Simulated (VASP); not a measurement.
# TaN (I4/mmm) in VASP: notebook

TaN is run at these levels: r2SCAN; tasks: single point.

Everything below comes from runs of VASP 6.6.1. Logs are shortened: lines on timing, memory, paths and dates and some standing lists are left out, and cuts for length are marked.

### 1 The cell of the first run

Symmetry: I4/mmm, No. 139, tetragonal system. The conventional cell has a = 3.082 Å, b = 3.082 Å, c = 4.402 Å, α = 90.00°, β = 90.00°, γ = 90.00°. Within 2.9 Å of Ta (site symmetry 4/mmm) lie 6 N at 2.18 to 2.20 Å. N (site symmetry 4/mmm) has 6 Ta at 2.18 to 2.20 Å within 2.9 Å.

### 2 Single point, r2SCAN (strain +0.0100 x Voigt [0, 1, 0, 0, 0, 0])

The input, POSCAR:

```
TaN
1.0
    0.0000000000      2.2007900000      2.1790000000
    2.1790000000      0.0000000000      2.1790000000
    2.1790000000      2.2007900000      0.0000000000
Ta N
1 1
Direct
    0.5000000000      0.5000000000      0.5000000000
    0.0000000000      0.0000000000      0.0000000000
```

The input, INCAR.step1:

```
PREC = Accurate
ENCUT = 520
ISMEAR = 0
SIGMA = 0.15
LREAL = F
LASPH = T
NELM = 100
NBANDS = 15
GGA = PE
ALGO = Normal
EDIFF = 1E-4
LWAVE = T
LCHARG = F
```

The input, INCAR.step2:

```
PREC = Accurate
ENCUT = 520
EDIFF = 1E-6
ISMEAR = 0
SIGMA = 0.15
LREAL = F
LASPH = T
NELM = 100
ALGO = Normal
ISIF = 2
LWAVE = F
LCHARG = F
METAGGA = R2SCAN
LMIXTAU = T
NBANDS = 15
ISTART = 1
```

The input, KPOINTS:

```
regular mesh
0
Gamma
  18 18 18
```

Potentials or basis: VASP PAW PBE potentials, release 64 (Ta_pv, N).

The run is started by

```
> cat potpaw_PBE.64/Ta_pv/POTCAR potpaw_PBE.64/N/POTCAR > POTCAR
> cp INCAR.step1 INCAR
> mpirun -np 1 vasp_std > vasp.out
> cp INCAR.step2 INCAR
> mpirun -np 1 vasp_std > vasp.out
```

OUTCAR:

```text
PREC = Accurate
   ENCUT = 520
   EDIFF = 1E-6
   ISMEAR = 0
   LREAL = F
   LASPH = T
   NELM = 100
   ISIF = 2
   METAGGA = R2SCAN
   ISTART = 1

 ion  position               nearest neighbor table
   1  0.500  0.500  0.500-   2 2.18   2 2.18   2 2.18   2 2.18   2 2.20   2 2.20
   2  0.000  0.000  0.000-   1 2.18   1 2.18   1 2.18   1 2.18   1 2.20   1 2.20

  LATTYP: Found a body centered tetragonal cell.
 ALAT       =     3.0815713524
 C/A-ratio  =     1.4283556980

  Lattice vectors:

 A1 = (   0.0000000000,  -2.2007900000,   2.1790000000)
 A2 = (   0.0000000000,  -2.2007900000,  -2.1790000000)
 A3 = (   2.1790000000,   2.2007900000,   0.0000000000)

Analysis of symmetry for initial positions (statically):
=====================================================================
 Subroutine PRICEL returns:
 Original cell was already a primitive cell.

 Routine SETGRP: Setting up the symmetry group for a
 body centered tetragonal supercell.

 Subroutine GETGRP returns: Found 16 space group operations
 (whereof 16 operations were pure point group operations)
 out of a pool of 16 trial point group operations.

The static configuration has the point symmetry D_4h.

Analysis of symmetry for dynamics (positions and initial velocities):
=====================================================================
 Subroutine PRICEL returns:
 Original cell was already a primitive cell.

 Routine SETGRP: Setting up the symmetry group for a
 body centered tetragonal supercell.

 Subroutine GETGRP returns: Found 16 space group operations
 (whereof 16 operations were pure point group operations)
 out of a pool of 16 trial point group operations.

The dynamic configuration has the point symmetry D_4h.

 Subroutine INISYM returns: Found 16 space group operations
 (whereof 16 operations are pure point group operations),
 and found     1 'primitive' translations

----------------------------------------------------------------------------------------

                                     Primitive cell

  volume of cell :      20.8989

  direct lattice vectors                    reciprocal lattice vectors
     0.000000000  2.200790000  2.179000000    -0.229463056  0.227191145  0.229463056
     2.179000000  0.000000000  2.179000000     0.229463056 -0.227191145  0.229463056
     2.179000000  2.200790000  0.000000000     0.229463056  0.227191145 -0.229463056

  length of vectors
     3.097017537  3.081571352  3.097017537     0.396134327  0.396134327  0.396134327

  position of ions in fractional coordinates (direct lattice)
     0.500000000  0.500000000  0.500000000
     0.000000000  0.000000000  0.000000000

  ion indices of the primitive-cell ions
[... 89 lines left out ...]
   EFERMI =   0.00;   METHOD = LEGACY
   ISMEAR =     0;   SIGMA  =   0.15  broadening in eV -4-tet -1-fermi 0-gaus
   EFERMI_NEDOS =   21; number of points for ismear=-14 and -15
   IALGO  =     38    algorithm
   IMIX   =      4    mixing-type and parameters
     AMIX     =   0.40;   BMIX     =  1.00
     AMIX_MAG =   1.60;   BMIX_MAG =  1.00
  volume/ion in A,a.u.               =      10.45        70.52
  Fermi-wavevector in a.u.,A,eV,Ry     =   1.497639  2.830127 30.516814  2.242923
  Thomas-Fermi vector in A             =   2.609501
   LORBIT       =      0    0 simple, 1 ext, 2 COOP (PROOUT), +10 PAW based schemes
   METAGGA = R2SCAN    functional components
   LHFCALC =     F    Hartree Fock is set to
   AEXX    =    0.0000 exact exchange contribution
   IVDW    =     0    specifies the selected vdW correction
   LEPSILON=     F    determine dielectric tensor
   LRPA    =     F    only Hartree local field effects (RPA)
 non-spin polarized calculation
 Gauss-broadening in eV      SIGMA  =   0.15
  energy-cutoff  :      520.00
  volume of cell :       20.90
 maximum number of plane-waves:       572
   NGX = 11   NGY = 11   NGZ = 11

 number of electron      16.0000001 magnetization

 Free energy of the ion-electron system (eV)
  ---------------------------------------------------
  ext. energy  EPLUGINS =         0.00000000
  ---------------------------------------------------
  free energy    TOTEN  =       -59.61691703 eV

  energy without entropy =      -59.60786567  energy(sigma->0) =      -59.61239135

 E-fermi :   9.8265     XC(G=0): -14.5660

 val. band max:        9.8247599261   @ k =   0.1667   0.2222   0.0556
 cond. band min:       9.8360390318   @ k =   0.1667  -0.0556   0.1111
 fundamental gap:      0.0112791057
 Fermi energy:         9.8264671428

 k-point     1 :       0.0000    0.0000    0.0000
  band No.  band energies     occupation
      1     -27.3088      2.00000
      2     -27.3013      2.00000
      3     -27.3013      2.00000
      4     -10.3526      2.00000
      5       5.5824      2.00000
      6       5.6253      2.00000
      7       5.6253      2.00000
      8       7.5130      2.00000
      9       7.6367      2.00000
     10       7.6367      2.00000
     11       9.8544      0.79202
     12      10.0132      0.07832
     13      11.7684      0.00000
     14      19.4137      0.00000
[... 401 lines left out ...]
      2     -27.3751      2.00000
      3     -27.3355      2.00000
      4      -9.0285      2.00000
      5       1.7033      2.00000
      6       2.9354      2.00000
      7       3.3825      2.00000
      8       8.8165      2.00000
      9       8.9657      2.00000
     10       9.9628      0.19870
     11      12.9746      0.00000
     12      14.3534      0.00000
     13      14.9157      0.00000
     14      19.4129      0.00000
     15      22.9499      0.00000

 [... further k-points ...]

------------------------ aborting loop because EDIFF is reached ----------------------------------------

  FORCE on cell =-STRESS in cart. coord.  units (eV):
  Direction    XX          YY          ZZ          XY          YZ          ZX
  --------------------------------------------------------------------------------------
  -------------------------------------------------------------------------------------
  Total        1.3376833      0.4938193      1.3376833      0.0000000     -0.0000000      0.0000000
  in kB      102.5512220     37.8578207    102.5512220      0.0000000     -0.0000000      0.0000000
  external PRESSURE =      80.9867549 kB  Pullay stress =       0.0000000 kB

 VOLUME and BASIS-vectors are now :
 -----------------------------------------------------------------------------
  energy-cutoff  :      520.00
  volume of cell :       20.90
      direct lattice vectors                 reciprocal lattice vectors
     0.000000000  2.200790000  2.179000000    -0.229463056  0.227191145  0.229463056
     2.179000000  0.000000000  2.179000000     0.229463056 -0.227191145  0.229463056
     2.179000000  2.200790000  0.000000000     0.229463056  0.227191145 -0.229463056

 POSITION                                       TOTAL-FORCE (eV/Angst)
 -----------------------------------------------------------------------------------
      2.17900      2.20079      2.17900         0.000000      0.000000      0.000000
      0.00000      0.00000      0.00000         0.000000     -0.000000     -0.000000
 -----------------------------------------------------------------------------------
    total drift:                                0.000000     -0.000000     -0.000000

  FREE ENERGIE OF THE ION-ELECTRON SYSTEM (eV)
  ---------------------------------------------------
  free  energy   TOTEN  =       -59.6169170274 eV

  energy  without entropy=      -59.6078656737  energy(sigma->0) =      -59.61239135
```

OUTCAR.step1:

```text
PREC = Accurate
   ENCUT = 520
   ISMEAR = 0
   LREAL = F
   LASPH = T
[... 653 lines left out ...]
 -----------------------------------------------------------------------------------
      2.17900      2.20079      2.17900         0.000000      0.000000      0.000000
      0.00000      0.00000      0.00000         0.000000      0.000000     -0.000000
 -----------------------------------------------------------------------------------
    total drift:                                0.000000     -0.000000     -0.000000

  FREE ENERGIE OF THE ION-ELECTRON SYSTEM (eV)
  ---------------------------------------------------
  free  energy   TOTEN  =       -21.8045108210 eV

  energy  without entropy=      -21.7950268875  energy(sigma->0) =      -21.79976885
```

It took 2.1 min on 1 thread of Intel Xeon 6975P-C (Granite Rapids), shared host; peak memory 0.27 GiB.

What came out:

* Free energy: -59.6169 eV
* Pressure: 8.1 GPa
* Band gap on the k mesh: zero (bands 8 and 9 overlap by 4.11 eV)

Stress tensor (GPa, compression positive):
```
10.26  0.00  0.00
 0.00  3.79  0.00
 0.00  0.00 10.26
```

Caveat: the cell differs from its parent crystal (strain +0.0100 x Voigt [0, 1, 0, 0, 0, 0]); the cell stands under pressure; the PAW data sets were made with another functional, which shifts forces and pressure a little; spin-orbit coupling is left out, which moves the levels of the heavy elements.

### 3 Single point, r2SCAN (strain +0.0150 x Voigt [0, 1, 0, 0, 0, 0])

The input, POSCAR:

```
TaN
1.0
    0.0000000000      2.2116850000      2.1790000000
    2.1790000000      0.0000000000      2.1790000000
    2.1790000000      2.2116850000      0.0000000000
Ta N
1 1
Direct
    0.5000000000      0.5000000000      0.5000000000
    0.0000000000      0.0000000000      0.0000000000
```

The input, INCAR.step1:

```
PREC = Accurate
ENCUT = 520
ISMEAR = 0
SIGMA = 0.15
LREAL = False
LASPH = True
NELM = 60
NBANDS = 15
GGA = PE
ALGO = Normal
EDIFF = 1E-4
LWAVE = True
LCHARG = False
```

The input, INCAR.step2:

```
PREC = Accurate
ENCUT = 520
EDIFF = 1E-6
ISMEAR = 0
SIGMA = 0.15
LREAL = False
LASPH = True
NELM = 60
ALGO = Normal
ISIF = 2
LWAVE = False
LCHARG = True
METAGGA = R2SCAN
LMIXTAU = True
LELF = True
LVHAR = True
NBANDS = 15
ISTART = 1
```

The input, KPOINTS:

```
Automatic mesh
0
Gamma
  18 18 18
```

Potentials or basis: VASP PAW PBE potentials, release 64 (Ta_pv, N).

The run is started by

```
> cat potpaw_PBE.64/Ta_pv/POTCAR potpaw_PBE.64/N/POTCAR > POTCAR
> cp INCAR.step1 INCAR
> mpirun -np 1 vasp_std > vasp.out
> cp INCAR.step2 INCAR
> mpirun -np 1 vasp_std > vasp.out
```

Wall time 2.1 min (1 thread of Intel Xeon 6975P-C (Granite Rapids), shared host); peak memory 0.27 GiB.

It converged, with:

| Quantity | Value |
| --- | --- |
| Free energy | -59.6182 eV |
| Pressure | 6.3 GPa |
| Band gap on the k mesh | zero (bands 8 and 9 overlap by 4.05 eV) |

Stress tensor (GPa, compression positive):
```
9.46 0.00 0.00
0.00 0.04 0.00
0.00 0.00 9.46
```

Levels at points of the mesh, in eV from the Fermi level:
```csv
k point,band 5,band 6,band 7,band 8,band 9,band 10,band 11,band 12
"(0.00, 0.00, 0.00)",-4.24,-4.18,-4.18,-2.34,-2.15,-2.15,-0.03,0.22
"(0.50, 0.00, 0.00)",-10.96,-8.11,-8.11,1.89,1.99,2.12,4.11,7.74
"(0.50, 0.50, 0.00)",-7.08,-5.73,-5.10,-5.05,2.23,3.50,3.71,4.87
"(0.50, 0.00, 0.50)",-7.24,-5.70,-5.00,-5.00,2.22,3.60,3.60,4.79
```

Caveat: the cell differs from its parent crystal (strain +0.0150 x Voigt [0, 1, 0, 0, 0, 0]); the cell stands under pressure; the PAW data sets were made with another functional, which shifts forces and pressure a little; spin-orbit coupling is left out, which moves the levels of the heavy elements.

### 4 Single point, r2SCAN (strain +0.0175 x Voigt [0, 1, 0, 0, 0, 0])

The input, POSCAR:

```
TaN
1.0
    0.0000000000      2.2171325000      2.1790000000
    2.1790000000      0.0000000000      2.1790000000
    2.1790000000      2.2171325000      0.0000000000
Ta N
1 1
Direct
    0.5000000000      0.5000000000      0.5000000000
    0.0000000000      0.0000000000      0.0000000000
```

The input, INCAR.step1:

```
SYSTEM = TaN
PREC = Accurate
ENCUT = 520
ISMEAR = 0
SIGMA = 0.15
LREAL = .FALSE.
LASPH = .TRUE.
NELM = 60
NBANDS = 15
GGA = PE
ALGO = Normal
EDIFF = 1E-4
LWAVE = .TRUE.
LCHARG = .FALSE.
```

The input, INCAR.step2:

```
SYSTEM = TaN
PREC = Accurate
ENCUT = 520
EDIFF = 1E-6
ISMEAR = 0
SIGMA = 0.15
LREAL = .FALSE.
LASPH = .TRUE.
NELM = 60
ALGO = Normal
ISIF = 2
LWAVE = .FALSE.
LCHARG = .FALSE.
METAGGA = R2SCAN
LMIXTAU = .TRUE.
NBANDS = 15
ISTART = 1
```

The input, KPOINTS:

```
regular mesh
0
G
  18 18 18
  0 0 0
```

The run is started by

```
> cat potpaw_PBE.64/Ta_pv/POTCAR potpaw_PBE.64/N/POTCAR > POTCAR
> cp INCAR.step1 INCAR
> mpirun -np 1 vasp_std > vasp.out
> cp INCAR.step2 INCAR
> mpirun -np 1 vasp_std > vasp.out
```

Run time: 2.1 min. Hardware: 1 thread of Intel Xeon 6975P-C (Granite Rapids), shared host; peak memory 0.27 GiB.

The run converged. Its results:

- Free energy: -59.6180 eV
- Pressure: 5.5 GPa
- Band gap on the k mesh: zero (bands 8 and 9 overlap by 4.01 eV)

Stress tensor (GPa, compression positive):
```
 9.06  0.00  0.00
 0.00 -1.74  0.00
 0.00  0.00  9.06
```

Levels at points of the mesh, in eV from the Fermi level:
```tsv
k point	band 4	band 5	band 6	band 7	band 8	band 9	band 10	band 11	band 12	band 13
(0.00, 0.00, 0.00)	-20.12	-4.24	-4.17	-4.17	-2.35	-2.14	-2.14	-0.06	0.24	1.92
(0.50, 0.00, 0.00)	-17.04	-10.93	-8.09	-8.09	1.87	1.99	2.12	4.10	7.68	8.14
(0.50, 0.50, 0.00)	-18.88	-7.06	-5.71	-5.10	-5.04	2.21	3.47	3.72	4.85	7.52
(0.50, 0.00, 0.50)	-18.90	-7.25	-5.68	-4.99	-4.99	2.21	3.58	3.58	4.76	7.44
```

Caveat: the cell differs from its parent crystal (strain +0.0175 x Voigt [0, 1, 0, 0, 0, 0]); the cell stands under pressure; the PAW data sets were made with another functional, which shifts forces and pressure a little; spin-orbit coupling is left out, which moves the levels of the heavy elements.

### 5 Single point, r2SCAN (strain +0.0200 x Voigt [0, 1, 0, 0, 0, 0])

The input, POSCAR:

```
TaN
1.0
    0.0000000000      2.2225800000      2.1790000000
    2.1790000000      0.0000000000      2.1790000000
    2.1790000000      2.2225800000      0.0000000000
Ta N
1 1
Direct
    0.5000000000      0.5000000000      0.5000000000
    0.0000000000      0.0000000000      0.0000000000
```

Edit INCAR.step1 of step 4 so:

```diff
@@ -7,3 +7,3 @@
 LASPH = .TRUE.
-NELM = 60
+NELM = 80
 NBANDS = 15
```

Edit INCAR.step2 of step 4 so:

```diff
@@ -8,3 +8,3 @@
 LASPH = .TRUE.
-NELM = 60
+NELM = 80
 ALGO = Normal
```

KPOINTS is that of step 4.

The run is started by

```
> cat potpaw_PBE.64/Ta_pv/POTCAR potpaw_PBE.64/N/POTCAR > POTCAR
> cp INCAR.step1 INCAR
> mpirun -np 1 vasp_std > vasp.out
> cp INCAR.step2 INCAR
> mpirun -np 1 vasp_std > vasp.out
```

Wall time 2.1 min (1 thread of Intel Xeon 6975P-C (Granite Rapids), shared host); peak memory 0.27 GiB.

Results (log left out):

| Property | Result |
| --- | --- |
| Free energy | -59.6172 eV |
| Pressure | 4.6 GPa |
| Band gap on the k mesh | zero (bands 8 and 9 overlap by 3.98 eV) |

Stress tensor (GPa, compression positive):
```
 8.67  0.00  0.00
 0.00 -3.46  0.00
 0.00  0.00  8.67
```

Levels at points of the mesh, in eV from the Fermi level:
| k point | band 6 | band 7 | band 8 | band 9 | band 10 | band 11 |
| --- | --- | --- | --- | --- | --- | --- |
| (0.00, 0.00, 0.00) | -4.16 | -4.16 | -2.36 | -2.12 | -2.12 | -0.10 |
| (0.50, 0.00, 0.00) | -8.08 | -8.08 | 1.86 | 1.98 | 2.12 | 4.09 |
| (0.50, 0.50, 0.00) | -5.70 | -5.10 | -5.04 | 2.20 | 3.43 | 3.72 |
| (0.50, 0.00, 0.50) | -5.66 | -4.97 | -4.97 | 2.20 | 3.56 | 3.56 |

Caveat: the cell differs from its parent crystal (strain +0.0200 x Voigt [0, 1, 0, 0, 0, 0]); the cell stands under pressure; the PAW data sets were made with another functional, which shifts forces and pressure a little; spin-orbit coupling is left out, which moves the levels of the heavy elements.

### 6 Summary

```tsv
cell	gap on the mesh (eV)	pressure (GPa)
a = 3.097, b = 3.082 Å, angles 60.2, 59.7, 60.2°, 2 atoms	none	8.1
a = 3.105, b = 3.082 Å, angles 60.2, 59.5, 60.2°, 2 atoms	none	6.3
a = 3.109, b = 3.082 Å, angles 60.3, 59.4, 60.3°, 2 atoms	none	5.5
a = 3.113, b = 3.082 Å, angles 60.3, 59.3, 60.3°, 2 atoms	none	4.6
```

Alike in all rows: task single point; level r2SCAN; potentials or basis VASP PAW PBE potentials, release 64 (Ta_pv, N); no spin polarisation; k mesh 18 × 18 × 18; cutoff (eV) 520; smearing gaussian 0.15 eV.

Caveats: the cell stands under pressure; the PAW data sets were made with another functional, which shifts forces and pressure a little; spin-orbit coupling is left out, which moves the levels of the heavy elements.

Absolute energies hang on the potentials; compare differences alone.
